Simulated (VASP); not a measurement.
# Cu (Cmcm) in VASP: further runs

Runs on Cu. Level: PBEsol. Tasks: single point.

Program: VASP 6.6.1. These are calculated values, not measurements. Logs are shortened: lines on timing, memory, paths and dates and some standing lists are left out, and cuts for length are marked.

## Step 1: The cell of the first run

Symmetry: Cmcm, No. 63, orthorhombic system. Conventional cell: a = 2.242 Å, b = 7.317 Å, c = 2.277 Å, α = 90.00°, β = 90.00°, γ = 90.00°. Within 3.0 Å of Cu (site symmetry m2m) lie 10 Cu at 2.24 to 2.33 Å.

## Step 2: Single point, PBEsol (strain -0.080 along x and y, -0.080 along z)

INCAR

```
SYSTEM = Cu
PREC = Accurate
ENCUT = 520
EDIFF = 1E-6
ISMEAR = 0
SIGMA = 0.15
LREAL = .FALSE.
LASPH = .TRUE.
NELM = 60
ALGO = Fast
ISIF = 2
LWAVE = .FALSE.
LCHARG = .FALSE.
GGA = PS
NBANDS = 18
```

KPOINTS

```
Automatic mesh
0
G
  20 20 20
  0 0 0
```

POSCAR

```
Cu
1.0
    1.1209865948     -3.6582677696      0.0000000000
    1.1209865948      3.6582677696      0.0000000000
    0.0000000000      0.0000000000      2.2774558816
Cu
2
Direct
    0.1338666500      0.8661333500      0.2500000000
    0.8661333500      0.1338666500      0.7500000000
```

Potentials or basis: VASP PAW PBE potentials, release 64 (Cu).

On the command line:

```console
$ cat potpaw_PBE.64/Cu/POTCAR > POTCAR
$ mpirun -np 1 vasp_std > vasp.out
```

OUTCAR:

```text
SYSTEM = Cu
   PREC = Accurate
   ENCUT = 520
   EDIFF = 1E-6
   ISMEAR = 0
   LREAL = .FALSE.
   LASPH = .TRUE.
   NELM = 60
   ISIF = 2
   GGA = PS

 ion  position               nearest neighbor table
   1  0.134  0.866  0.250-   2 2.27   2 2.27   2 2.33   2 2.33   2 2.33   2 2.33
   2  0.866  0.134  0.750-   1 2.27   1 2.27   1 2.33   1 2.33   1 2.33   1 2.33

  LATTYP: Found a base centered orthorhombic cell.
 ALAT       =     2.2419731896
 B/A-ratio  =     3.2634357864
 C/A-ratio  =     1.0158265461

  Lattice vectors:

 A1 = (   1.1209865948,  -3.6582677696,   0.0000000000)
 A2 = (   1.1209865948,   3.6582677696,   0.0000000000)
 A3 = (   0.0000000000,   0.0000000000,   2.2774558816)

Analysis of symmetry for initial positions (statically):
=====================================================================
 Subroutine PRICEL returns:
 Original cell was already a primitive cell.

 Routine SETGRP: Setting up the symmetry group for a
 base centered orthorhombic supercell.

 Subroutine GETGRP returns: Found  8 space group operations
 (whereof  4 operations were pure point group operations)
 out of a pool of  8 trial point group operations.

The static configuration has the point symmetry C_2h.
 The point group associated with its full space group is D_2h.

Analysis of symmetry for dynamics (positions and initial velocities):
=====================================================================
 Subroutine PRICEL returns:
 Original cell was already a primitive cell.

 Routine SETGRP: Setting up the symmetry group for a
 base centered orthorhombic supercell.

 Subroutine GETGRP returns: Found  8 space group operations
 (whereof  4 operations were pure point group operations)
 out of a pool of  8 trial point group operations.

The dynamic configuration has the point symmetry C_2h.
 The point group associated with its full space group is D_2h.

 Subroutine INISYM returns: Found  8 space group operations
 (whereof  4 operations are pure point group operations),
 and found     1 'primitive' translations

----------------------------------------------------------------------------------------

                                     Primitive cell

  volume of cell :      18.6791

  direct lattice vectors                    reciprocal lattice vectors
     1.120986595 -3.658267770  0.000000000     0.446035664 -0.136676709  0.000000000
     1.120986595  3.658267770  0.000000000     0.446035664  0.136676709  0.000000000
     0.000000000  0.000000000  2.277455882     0.000000000  0.000000000  0.439086442

  length of vectors
     3.826164401  3.826164401  2.277455882     0.466506523  0.466506523  0.439086442

  position of ions in fractional coordinates (direct lattice)
     0.133866650  0.866133350  0.250000000
     0.866133350  0.133866650  0.750000000

  ion indices of the primitive-cell ions
   primitive index   ion index
                 1           1
                 2           2

----------------------------------------------------------------------------------------

 KPOINTS: Automatic mesh

Automatic generation of k-mesh.
 Grid dimensions read from file:
 generate k-points for:   20   20   20

 Generating k-lattice:

  Cartesian coordinates                     Fractional coordinates (reciprocal lattice)
     0.022301783 -0.006833835  0.000000000     0.050000000 -0.000000000  0.000000000
     0.022301783  0.006833835  0.000000000    -0.000000000  0.050000000  0.000000000
     0.000000000  0.000000000  0.021954322     0.000000000  0.000000000  0.050000000

  Length of vectors
     0.023325326  0.023325326  0.021954322

  Shift w.r.t. Gamma in fractional coordinates (k-lattice)
     0.000000000  0.000000000  0.000000000

 Subroutine IBZKPT returns following result:
 ===========================================

 Found   1221 irreducible k-points:

 Following reciprocal coordinates:
            Coordinates               Weight
  0.000000  0.000000  0.000000      1.000000
  0.050000 -0.000000  0.000000      4.000000
  0.100000 -0.000000  0.000000      4.000000
  0.150000 -0.000000  0.000000      4.000000
  0.200000 -0.000000  0.000000      4.000000
  0.250000 -0.000000  0.000000      4.000000
[... 16 lines left out ...]
 -0.400000  0.050000  0.000000      4.000000
 -0.350000  0.050000  0.000000      4.000000
 [... further k-points ...]
   k-points           NKPTS =   1221   k-points in BZ     NKDIM =   1221   number of bands    NBANDS=     18
   number of dos      NEDOS =    301   number of ions     NIONS =      2
   total plane-waves  NPLWV =  14112
   dimension x,y,z NGX =    28 NGY =   28 NGZ =   18
   dimension x,y,z NGXF=    56 NGYF=   56 NGZF=   36
   ions per type =               2
   NGX,Y,Z   is equivalent  to a cutoff of  12.17, 12.17, 13.14 a.u.
   NGXF,Y,Z  is equivalent  to a cutoff of  24.33, 24.33, 26.28 a.u.
 SYSTEM =  Cu
   PREC   = accura    normal or accurate (medium, high low for compatibility)
   ISTART =      0    job   : 0-new  1-cont  2-samecut
   ICHARG =      2    charge: 1-file 2-atom 10-const
   ISPIN  =      1    spin polarized calculation?
   LNONCOLLINEAR =      F non collinear calculations
   LSORBIT =      F    spin-orbit coupling
   LASPH  =      T    aspherical Exc in radial PAW
   ENCUT  =  520.0 eV  38.22 Ry    6.18 a.u.   7.11  7.11  4.23*2*pi/ulx,y,z
   NELM   =     60;   NELMIN=  2; NELMDL= -5     # of ELM steps
   EDIFF  = 0.1E-05   stopping-criterion for ELM
   LREAL  =      F    real-space projection
   EDIFFG = 0.1E-04   stopping-criterion for IOM
   NSW    =      0    number of steps for IOM
[... 5 lines left out ...]
   TEBEG  =    0.0;   TEEND  =   0.0 temperature during run
   PSTRESS=    0.0 pullay stress
   NELECT =      22.0000    total number of electrons
   NUPDOWN=      -1.0000    fix difference up-down
   EMIN   =  10.00;   EMAX   =-10.00  energy-range for DOS
   EFERMI =   0.00;   METHOD = LEGACY
   ISMEAR =     0;   SIGMA  =   0.15  broadening in eV -4-tet -1-fermi 0-gaus
   EFERMI_NEDOS =   21; number of points for ismear=-14 and -15
   IALGO  =     68    algorithm
   IMIX   =      4    mixing-type and parameters
     AMIX     =   0.40;   BMIX     =  1.00
     AMIX_MAG =   1.60;   BMIX_MAG =  1.00
  volume/ion in A,a.u.               =       9.34        63.03
  Fermi-wavevector in a.u.,A,eV,Ry     =   1.728876  3.267101 40.667965  2.989011
  Thomas-Fermi vector in A             =   2.803727
   LORBIT       =      0    0 simple, 1 ext, 2 COOP (PROOUT), +10 PAW based schemes
   GGA     = PS    functional components
   LHFCALC =     F    Hartree Fock is set to
   AEXX    =    0.0000 exact exchange contribution
   IVDW    =     0    specifies the selected vdW correction
   LEPSILON=     F    determine dielectric tensor
   LRPA    =     F    only Hartree local field effects (RPA)
 non-spin polarized calculation
 RMM-DIIS sequential band-by-band and
 Gauss-broadening in eV      SIGMA  =   0.15
  energy-cutoff  :      520.00
  volume of cell :       18.68
 maximum number of plane-waves:       520
   NGX = 15   NGY = 15   NGZ =  9

 number of electron      21.9999998 magnetization

 Free energy of the ion-electron system (eV)
  ---------------------------------------------------
  ext. energy  EPLUGINS =         0.00000000
  ---------------------------------------------------
  free energy    TOTEN  =        -7.44995589 eV

  energy without entropy =       -7.44449824  energy(sigma->0) =       -7.44722707

 E-fermi :  10.7506     XC(G=0): -14.3029

 val. band max:       10.7471561216   @ k =   0.3000   0.3000   0.1500
 cond. band min:      10.7512673755   @ k =  -0.4000   0.3500   0.4000
 fundamental gap:      0.0041112539
 Fermi energy:        10.7506088617

 k-point     1 :       0.0000    0.0000    0.0000
  band No.  band energies     occupation
      1      -0.6223      2.00000
      2       4.0510      2.00000
      3       5.0904      2.00000
      4       5.7856      2.00000
      5       6.7992      2.00000
      6       7.1860      2.00000
[... 10 lines left out ...]
     17      33.4437      0.00000
     18      35.4633      0.00000

 k-point     2 :       0.0500   -0.0000    0.0000
  band No.  band energies     occupation
      1      -0.5352      2.00000
      2       4.0874      2.00000
      3       5.1295      2.00000
      4       5.8214      2.00000
      5       6.8114      2.00000
      6       7.1813      2.00000
[... 10 lines left out ...]
     17      34.0909      0.00000
     18      36.9887      0.00000

 k-point     3 :       0.1000   -0.0000    0.0000
  band No.  band energies     occupation
      1      -0.2767      2.00000
      2       4.1905      2.00000
      3       5.2423      2.00000
      4       5.9257      2.00000
      5       6.8466      2.00000
      6       7.1534      2.00000
[... 10 lines left out ...]
     17      34.4516      0.00000
     18      36.5813      0.00000

 k-point     4 :       0.1500   -0.0000    0.0000
  band No.  band energies     occupation
      1       0.1449      2.00000
      2       4.3432      2.00000
      3       5.4124      2.00000
      4       6.0781      2.00000
      5       6.9006      2.00000
      6       6.9048      2.00000
[... 375 lines left out ...]
      4       6.4144      2.00000
      5       6.7556      2.00000
      6       7.1795      2.00000
[... 10 lines left out ...]
     17      34.9791      0.00000
     18      35.6402      0.00000

 k-point    23 :      -0.4000    0.0500    0.0000
  band No.  band energies     occupation
      1       3.0709      2.00000
      2       4.6631      2.00000
      3       5.6437      2.00000
      4       6.1510      2.00000
      5       6.7865      2.00000
      6       7.1712      2.00000
[... 10 lines left out ...]
     17      33.5409      0.00000
     18      35.4073      0.00000

 k-point    24 :      -0.3500    0.0500    0.0000
  band No.  band energies     occupation
      1       2.3238      2.00000
      2       4.7134      2.00000
      3       5.6704      2.00000
      4       5.9317      2.00000
      5       6.8010      2.00000
      6       7.1398      2.00000
[... 10 lines left out ...]
     17      34.9814      0.00000
     18      35.2161      0.00000

 [... further k-points ...]

------------------------ aborting loop because EDIFF is reached ----------------------------------------

  FORCE on cell =-STRESS in cart. coord.  units (eV):
  Direction    XX          YY          ZZ          XY          YZ          ZX
  --------------------------------------------------------------------------------------
  -------------------------------------------------------------------------------------
  Total        7.4789737      8.1234575      8.1218935      0.0000000      0.0000000      0.0000000
  in kB      641.5000770    696.7799053    696.6457513      0.0000000      0.0000000      0.0000000
  external PRESSURE =     678.3085779 kB  Pullay stress =       0.0000000 kB

 VOLUME and BASIS-vectors are now :
 -----------------------------------------------------------------------------
  energy-cutoff  :      520.00
  volume of cell :       18.68
      direct lattice vectors                 reciprocal lattice vectors
     1.120986595 -3.658267770  0.000000000     0.446035664 -0.136676709  0.000000000
     1.120986595  3.658267770  0.000000000     0.446035664  0.136676709  0.000000000
     0.000000000  0.000000000  2.277455882     0.000000000  0.000000000  0.439086442

 POSITION                                       TOTAL-FORCE (eV/Angst)
 -----------------------------------------------------------------------------------
      1.12099      2.67883      0.56936         0.000000      0.491449      0.000000
      1.12099     -2.67883      1.70809         0.000000     -0.491449     -0.000000
 -----------------------------------------------------------------------------------
    total drift:                                0.000000     -0.000000      0.000000

  FREE ENERGIE OF THE ION-ELECTRON SYSTEM (eV)
  ---------------------------------------------------
  free  energy   TOTEN  =        -7.4499558933 eV

  energy  without entropy=       -7.4444982384  energy(sigma->0) =       -7.44722707
```

It took 7.4 min on 1 thread of Intel Xeon Platinum 8259CL at 2.50GHz (Skylake/Cascade Lake), shared host; peak memory 0.43 GiB.

What came out:

```yaml
Free_energy: -7.4500 eV
Pressure: 67.8 GPa
Largest_force: 0.491 eV/Å
Band_gap_on_the_k_mesh: zero (bands 11 and 12 overlap by 6.38 eV)
```

Forces in eV/Å, atoms in the order of the input:
```
Cu   0.000  0.491  0.000
Cu   0.000 -0.491  0.000
```

Caveat: the cell differs from its parent crystal (strain -0.080 along x and y, -0.080 along z); the stress differs along the axes, from 64 to 70 GPa; the PAW data sets were made with another functional, which shifts forces and pressure a little.

(Continued in part 2 of 2.)
